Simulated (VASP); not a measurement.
A run of VASP 6.6.1 is set up as follows.

The input INCAR:

```
SYSTEM = AlN
PREC = Accurate
ENCUT = 520
EDIFF = 1E-6
ISMEAR = 0
SIGMA = 0.01
LREAL = .FALSE.
LASPH = .TRUE.
NELM = 60
ALGO = Normal
ISIF = 2
LWAVE = .FALSE.
LCHARG = .TRUE.
GGA = PE
LELF = .TRUE.
LVHAR = .TRUE.
NBANDS = 16
```

Contents of KPOINTS:

```
regular mesh
0
G
  9 9 6
  0 0 0
```

The input POSCAR:

```
AlN
1.0
    3.1297670776      0.0000000000      0.0000000000
   -1.5648835388      2.7104577972      0.0000000000
    0.0000000000      0.0000000000      5.0173090473
Al N
2 2
Direct
    0.3333333333      0.6666666667     -0.0441926900
    0.6666666667      0.3333333333      0.4558073100
    0.3333333333      0.6666666667      0.4261926900
    0.6666666667      0.3333333333      0.9261926900
```

Potentials or basis: VASP PAW PBE potentials, release 64 (Al, N).

The run is started by

```console
$ cat potpaw_PBE.64/Al/POTCAR potpaw_PBE.64/N/POTCAR > POTCAR
$ mpirun -np 1 vasp_std > vasp.out
```

Q: What does it give for the largest force?

A: 0.802 eV/Å.

Q: Predict the band gap on the k mesh.

A: 2.74 eV, direct.

Q: Predict the pressure.

A: 7.1 GPa.

Stress tensor (GPa, compression positive):
```
15.51  0.00  0.00
 0.00 15.51  0.00
 0.00  0.00 -9.81
```
